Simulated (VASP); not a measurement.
# AgI (F-43m) in VASP: a series of runs

Aim: see how the results for AgI move with the level of theory and the settings. Levels: PBE, HSE06, PBE0, HF, r2SCAN0. Tasks: single point.

Everything below comes from runs of VASP 6.6.1. Logs are shortened: lines on timing, memory, paths and dates and some standing lists are left out, and cuts for length are marked.

## (1) The cell of the first run

It takes space group F-43m (No. 216, cubic). Conventional cell: a = 6.577 Å, b = 6.577 Å, c = 6.577 Å, α = 90.00°, β = 90.00°, γ = 90.00°. Within 3.8 Å of Ag (site symmetry -43m) lie 4 I at 2.85 Å. I (site symmetry -43m) has 4 Ag at 2.85 Å within 3.8 Å.

## (2) Single point, PBE, non-collinear spin, zero start, spin-orbit coupling

The input, INCAR:

```
ALGO     = Normal         # electronic algorithm
EDIFF    = 1E-6           # SCF threshold, eV
ENCUT    = 500            # plane-wave cutoff, eV
GGA      = PE             # functional
GGA_COMPAT= F            
ISIF     = 2              # what is computed and relaxed
ISMEAR   = 0              # smearing method
LASPH    = T              # aspherical terms in the spheres
LCHARG   = F              # write CHGCAR
LMAXMIX  = 4              # l up to which the mixer works
LORBIT   = 11             # projections on sites
LORBMOM  = T            
LREAL    = F              # projectors in reciprocal space
LSORBIT  = T              # spin-orbit coupling
LWAVE    = F              # write WAVECAR
MAGMOM   = 0 0 0 0 0 0    # initial moments
NBANDS   = 30             # bands
NELM     = 200            # most SCF steps
PREC     = Accurate       # precision mode
SIGMA    = 0.01           # smearing width, eV
```

The input, KPOINTS:

```
k-points
0
Gamma
  6 6 6
```

The input, POSCAR:

```
AgI
1.0
    0.0000000000      3.2886327781      3.2886327781
    3.2886327781      0.0000000000      3.2886327781
    3.2886327781      3.2886327781      0.0000000000
Ag I
1 1
Direct
    0.0000000000      0.0000000000      0.0000000000
    0.2500000000      0.2500000000      0.2500000000
```

Potentials or basis: VASP PAW PBE potentials, release 64 (Ag, I).

The run is started by

```console
cat potpaw_PBE.64/Ag/POTCAR potpaw_PBE.64/I/POTCAR > POTCAR
mpirun -np 1 vasp_ncl > vasp.out
```

OUTCAR:

```text
EDIFF = 1E-6
   ENCUT = 500
   GGA = PE
   ISIF = 2
   ISMEAR = 0
   LASPH = T
   LORBIT = 11
   LREAL = F
   LSORBIT = T
   NELM = 200
   PREC = Accurate

 ion  position               nearest neighbor table
   1  0.000  0.000  0.000-   2 2.85   2 2.85   2 2.85   2 2.85
   2  0.250  0.250  0.250-   1 2.85   1 2.85   1 2.85   1 2.85

  LATTYP: Found a face centered cubic cell.
 ALAT       =     6.5772655562

  Lattice vectors:

 A1 = (   0.0000000000,   3.2886327781,   3.2886327781)
 A2 = (   3.2886327781,   0.0000000000,   3.2886327781)
 A3 = (   3.2886327781,   3.2886327781,   0.0000000000)

Analysis of symmetry for initial positions (statically):
=====================================================================
 Subroutine PRICEL returns:
 Original cell was already a primitive cell.

 Routine SETGRP: Setting up the symmetry group for a
 face centered cubic supercell.

 Subroutine GETGRP returns: Found 24 space group operations
 (whereof 24 operations were pure point group operations)
 out of a pool of 48 trial point group operations.

The static configuration has the point symmetry T_d .

Analysis of symmetry for dynamics (positions and initial velocities):
=====================================================================
 Subroutine PRICEL returns:
 Original cell was already a primitive cell.

 Routine SETGRP: Setting up the symmetry group for a
 face centered cubic supercell.

 Subroutine GETGRP returns: Found 24 space group operations
 (whereof 24 operations were pure point group operations)
 out of a pool of 48 trial point group operations.

The dynamic configuration has the point symmetry T_d .

Analysis of structural, dynamic, and magnetic symmetry:
=====================================================================
 Subroutine PRICEL returns:
 Original cell was already a primitive cell.

 Routine SETGRP: Setting up the symmetry group for a
 face centered cubic supercell.

 Subroutine GETGRP returns: Found 24 space group operations
 (whereof 24 operations were pure point group operations)
 out of a pool of 48 trial point group operations.

The overall configuration has the point symmetry T_d .

 Subroutine INISYM returns: Found 24 space group operations
 (whereof 24 operations are pure point group operations),
 and found     1 'primitive' translations

----------------------------------------------------------------------------------------

                                     Primitive cell

  volume of cell :      71.1338

  direct lattice vectors                    reciprocal lattice vectors
     0.000000000  3.288632778  3.288632778    -0.152038867  0.152038867  0.152038867
     3.288632778  0.000000000  3.288632778     0.152038867 -0.152038867  0.152038867
     3.288632778  3.288632778  0.000000000     0.152038867  0.152038867 -0.152038867

  length of vectors
     4.650829076  4.650829076  4.650829076     0.263339042  0.263339042  0.263339042

  position of ions in fractional coordinates (direct lattice)
     0.000000000  0.000000000  0.000000000
     0.250000000  0.250000000  0.250000000

  ion indices of the primitive-cell ions
   primitive index   ion index
                 1           1
                 2           2

----------------------------------------------------------------------------------------

 KPOINTS: k-points

Automatic generation of k-mesh.
 Grid dimensions read from file:
 generate k-points for:    6    6    6

 Generating k-lattice:

  Cartesian coordinates                     Fractional coordinates (reciprocal lattice)
    -0.025339811  0.025339811  0.025339811     0.166666667  0.000000000  0.000000000
     0.025339811 -0.025339811  0.025339811     0.000000000  0.166666667  0.000000000
     0.025339811  0.025339811 -0.025339811     0.000000000  0.000000000  0.166666667

  Length of vectors
     0.043889840  0.043889840  0.043889840

  Shift w.r.t. Gamma in fractional coordinates (k-lattice)
     0.000000000  0.000000000  0.000000000

 Subroutine IBZKPT returns following result:
 ===========================================

 Found     22 irreducible k-points:

 Following reciprocal coordinates:
            Coordinates               Weight
  0.000000  0.000000  0.000000      1.000000
  0.166667  0.000000  0.000000      4.000000
 -0.166667  0.000000  0.000000      4.000000
  0.333333  0.000000  0.000000      4.000000
[... 52 lines left out ...]
   EFERMI_NEDOS =   21; number of points for ismear=-14 and -15
   IALGO  =     38    algorithm
   IMIX   =      4    mixing-type and parameters
     AMIX     =   0.40;   BMIX     =  1.00
     AMIX_MAG =   1.60;   BMIX_MAG =  1.00
  volume/ion in A,a.u.               =      35.57       240.02
  Fermi-wavevector in a.u.,A,eV,Ry     =   1.035477  1.956767 14.588327  1.072212
  Thomas-Fermi vector in A             =   2.169822
   LORBIT       =     11    0 simple, 1 ext, 2 COOP (PROOUT), +10 PAW based schemes
   GGA     = PE    functional components
   LHFCALC =     F    Hartree Fock is set to
   AEXX    =    0.0000 exact exchange contribution
   IVDW    =     0    specifies the selected vdW correction
   LEPSILON=     F    determine dielectric tensor
   LRPA    =     F    only Hartree local field effects (RPA)
 Gauss-broadening in eV      SIGMA  =   0.01
  energy-cutoff  :      500.00
  volume of cell :       71.13
 maximum number of plane-waves:      3642
 NGX is ok and might be reduce to    36
   NGX = 17   NGY = 17   NGZ = 17

 number of electron      18.0000002 magnetization      -0.0000000     -0.0000000     -0.0000000

 number of electron      18.0000002 magnetization      -0.0000000      0.0000000     -0.0000000

 number of electron      18.0000002 magnetization       0.0000000      0.0000000      0.0000000

 number of electron      18.0000002 magnetization       0.0000000      0.0000000     -0.0000000

 Free energy of the ion-electron system (eV)
  ---------------------------------------------------
  ext. energy  EPLUGINS =         0.00000000
  ---------------------------------------------------
  free energy    TOTEN  =        -4.94155667 eV

  energy without entropy =       -4.94155667  energy(sigma->0) =       -4.94155667

 E-fermi :   3.0079     XC(G=0):  -8.2564

 val. band max:        2.9396051841   @ k =   0.0000   0.0000   0.0000
 cond. band min:       4.0583847244   @ k =   0.0000   0.0000   0.0000
 fundamental gap:      1.1187795403
 Fermi energy:         3.0079320565

 k-point     1 :       0.0000    0.0000    0.0000
  band No.  band energies     occupation
      1      -9.8772      1.00000
      2      -9.8772      1.00000
      3      -1.4043      1.00000
      4      -1.4043      1.00000
      5      -1.3070      1.00000
      6      -1.3070      1.00000
[... 715 lines left out ...]
     29      14.0873      0.00000
     30      14.0914      0.00000

------------------------ aborting loop because EDIFF is reached ----------------------------------------

  FORCE on cell =-STRESS in cart. coord.  units (eV):
  Direction    XX          YY          ZZ          XY          YZ          ZX
  --------------------------------------------------------------------------------------
  -------------------------------------------------------------------------------------
  Total        0.2758960      0.2758960      0.2758960      0.0000000      0.0000000     -0.0000000
  in kB        6.2141227      6.2141227      6.2141227      0.0000000      0.0000000     -0.0000000
  external PRESSURE =       6.2141227 kB  Pullay stress =       0.0000000 kB

 VOLUME and BASIS-vectors are now :
 -----------------------------------------------------------------------------
  energy-cutoff  :      500.00
  volume of cell :       71.13
      direct lattice vectors                 reciprocal lattice vectors
     0.000000000  3.288632778  3.288632778    -0.152038867  0.152038867  0.152038867
     3.288632778  0.000000000  3.288632778     0.152038867 -0.152038867  0.152038867
     3.288632778  3.288632778  0.000000000     0.152038867  0.152038867 -0.152038867

 POSITION                                       TOTAL-FORCE (eV/Angst)
 -----------------------------------------------------------------------------------
      0.00000      0.00000      0.00000         0.000000     -0.000000      0.000000
      1.64432      1.64432      1.64432        -0.000000      0.000000     -0.000000
 -----------------------------------------------------------------------------------
    total drift:                               -0.000000     -0.000000     -0.000000

  FREE ENERGIE OF THE ION-ELECTRON SYSTEM (eV)
  ---------------------------------------------------
  free  energy   TOTEN  =        -4.9415566674 eV

  energy  without entropy=       -4.9415566674  energy(sigma->0) =       -4.94155667

 orbital moment (x)

 # of ion     p       d       tot
 ----------------------------------------
  1        -0.000   0.000   0.000
  2         0.000  -0.000   0.000
 ----------------------------------------
           -0.000   0.000   0.000

 orbital moment (y)

 # of ion     p       d       tot
 ----------------------------------------
  1         0.000   0.000   0.000
  2        -0.000   0.000   0.000
 ----------------------------------------
            0.000   0.000   0.000

 orbital moment (z)

 # of ion     p       d       tot
 ----------------------------------------
  1         0.000  -0.000  -0.000
  2         0.000  -0.000  -0.000
 ----------------------------------------
            0.000  -0.000  -0.000

 Spin-Orbit-Coupling matrix elements

 Ion:    1  E_soc:     -0.0451765
 l=   1
     0.0000000    -0.0018445    -0.0018445
    -0.0018445     0.0000000    -0.0018445
    -0.0018445    -0.0018445     0.0000000
 l=   2
     0.0000000    -0.0011702     0.0000000    -0.0011702    -0.0045148
    -0.0011702     0.0000000    -0.0033861    -0.0011702    -0.0011287
     0.0000000    -0.0033861     0.0000000    -0.0033861     0.0000000
    -0.0011702    -0.0011702    -0.0033861     0.0000000    -0.0011287
    -0.0045148    -0.0011287     0.0000000    -0.0011287     0.0000000
 l=   3
     0.0000000     0.0000000     0.0000000     0.0000000     0.0000000     0.0000000     0.0000000
     0.0000000     0.0000000     0.0000000     0.0000000     0.0000000     0.0000000     0.0000000
     0.0000000     0.0000000     0.0000000     0.0000000     0.0000000     0.0000000     0.0000000
     0.0000000     0.0000000     0.0000000     0.0000000     0.0000000     0.0000000     0.0000000
     0.0000000     0.0000000     0.0000000     0.0000000     0.0000000     0.0000000     0.0000000
     0.0000000     0.0000000     0.0000000     0.0000000     0.0000000     0.0000000     0.0000000
     0.0000000     0.0000000     0.0000000     0.0000000     0.0000000     0.0000000     0.0000000

 Ion:    2  E_soc:     -0.2640153
 l=   1
     0.0000000    -0.0439015    -0.0439015
    -0.0439015     0.0000000    -0.0439015
    -0.0439015    -0.0439015     0.0000000
 l=   2
     0.0000000    -0.0000357     0.0000000    -0.0000357    -0.0000653
    -0.0000357     0.0000000    -0.0000490    -0.0000357    -0.0000163
     0.0000000    -0.0000490     0.0000000    -0.0000490     0.0000000
    -0.0000357    -0.0000357    -0.0000490     0.0000000    -0.0000163
    -0.0000653    -0.0000163     0.0000000    -0.0000163     0.0000000
 l=   3
     0.0000000     0.0000000     0.0000000     0.0000000     0.0000000     0.0000000     0.0000000
     0.0000000     0.0000000     0.0000000     0.0000000     0.0000000     0.0000000     0.0000000
     0.0000000     0.0000000     0.0000000     0.0000000     0.0000000     0.0000000     0.0000000
     0.0000000     0.0000000     0.0000000     0.0000000     0.0000000     0.0000000     0.0000000
     0.0000000     0.0000000     0.0000000     0.0000000     0.0000000     0.0000000     0.0000000
     0.0000000     0.0000000     0.0000000     0.0000000     0.0000000     0.0000000     0.0000000
     0.0000000     0.0000000     0.0000000     0.0000000     0.0000000     0.0000000     0.0000000

 total charge

# of ion       s       p       d       tot
------------------------------------------
    1        0.295   0.207   9.299   9.800
    2        1.499   2.753   0.031   4.283
--------------------------------------------------
tot          1.794   2.960   9.330  14.084

 magnetization (x)

# of ion       s       p       d       tot
------------------------------------------
    1        0.000  -0.000   0.000  -0.000
    2        0.000   0.000  -0.000   0.000
--------------------------------------------------
tot          0.000  -0.000   0.000  -0.000

 magnetization (y)

# of ion       s       p       d       tot
------------------------------------------
    1        0.000   0.000  -0.000   0.000
    2        0.000   0.000  -0.000  -0.000
--------------------------------------------------
tot          0.000   0.000  -0.000   0.000

 magnetization (z)

# of ion       s       p       d       tot
------------------------------------------
    1       -0.000  -0.000  -0.000  -0.000
    2       -0.000   0.000  -0.000   0.000
--------------------------------------------------
tot         -0.000  -0.000  -0.000  -0.000
```

It took 47 s on 1 thread of Intel Xeon Platinum 8559C (Emerald Rapids), shared host; peak memory 0.4 GiB.

What came out:

```yaml
Free_energy: -4.9416 eV
Pressure: 0.6 GPa
Net_moment: 0.00 μB per cell
Valence_electrons_inside_the_program's_atomic_spheres: Ag 9.80; I 4.28
```

Moments on the atoms (μB; x, y, z):
```
Ag  0.00 0.00 0.00
I   0.00 0.00 0.00
```

## (3) Single point, HSE06

POSCAR is that of step 2.

The input, INCAR.step1:

```
SYSTEM = AgI
PREC     = Accurate       ! precision mode
ENCUT    = 400            ! plane-wave cutoff, eV
EDIFF    = 1E-5           ! SCF threshold, eV
ISMEAR   = 0              ! smearing method
SIGMA    = 0.01           ! smearing width, eV
LREAL    = .False.        ! projectors in reciprocal space
LASPH    = .True.         ! aspherical terms in the spheres
NELM     = 120            ! most SCF steps
ALGO     = Normal         ! electronic algorithm
ISIF     = 2              ! what is computed and relaxed
LWAVE    = .True.         ! write WAVECAR
GGA      = PE             ! functional
NBANDS   = 16             ! bands
GGA_COMPAT= .False.
```

The input, INCAR.step2:

```
SYSTEM = AgI
PREC     = Accurate       ! precision mode
ENCUT    = 400            ! plane-wave cutoff, eV
EDIFF    = 1E-6           ! SCF threshold, eV
ISMEAR   = 0              ! smearing method
SIGMA    = 0.01           ! smearing width, eV
LREAL    = .False.        ! projectors in reciprocal space
LASPH    = .True.         ! aspherical terms in the spheres
NELM     = 120            ! most SCF steps
ALGO     = Normal         ! electronic algorithm
ISIF     = 2              ! what is computed and relaxed
LWAVE    = .False.        ! write WAVECAR
LCHARG   = .True.         ! write CHGCAR
GGA      = PE             ! functional
LHFCALC  = .True.         ! exact exchange
HFSCREEN = 0.2079         ! screening, 1/A
PRECFOCK = Normal       
LELF     = .True.         ! ELF
LVHAR    = .True.       
ISTART   = 1            
NBANDS   = 16             ! bands
GGA_COMPAT= .False.
```

The input, KPOINTS:

```
regular mesh
0
Gamma
  4 4 4
  0 0 0
```

Potentials or basis: VASP PAW PBE potentials, release 64 (Ag, I).

The run is started by

```console
cat potpaw_PBE.64/Ag/POTCAR potpaw_PBE.64/I/POTCAR > POTCAR
cp INCAR.step1 INCAR
mpirun -np 1 vasp_std > vasp.out
cp INCAR.step2 INCAR
mpirun -np 1 vasp_std > vasp.out
```

Wall time 4.1 min (1 thread of Intel Xeon Platinum 8559C (Emerald Rapids), shared host); peak memory 0.28 GiB.

Results (log left out):

| Item | Value |
| --- | --- |
| Free energy | -5.7232 eV |
| Pressure | 0.4 GPa |
| Band gap on the k mesh | 2.48 eV |

Levels at points of the mesh, in eV from the valence-band top:
```csv
k point,band 5,band 6,band 7,band 8,band 9,band 10,band 11,band 12,band 13,band 14
"(0.00, 0.00, 0.00)",-3.57,-3.57,0.00,0.00,0.00,2.48,7.00,7.00,7.00,10.25
"(0.50, 0.00, 0.00)",-3.55,-3.55,-3.44,-0.71,-0.71,3.96,7.44,7.44,8.32,10.45
"(0.50, 0.50, 0.00)",-3.50,-3.45,-2.82,-1.79,-1.79,4.69,5.03,9.66,10.96,10.96
```

Caveat: the PAW data sets were made with another functional, which shifts forces and pressure a little; spin-orbit coupling is left out, which moves the levels of the heavy elements.

[end of part 1 of 2]
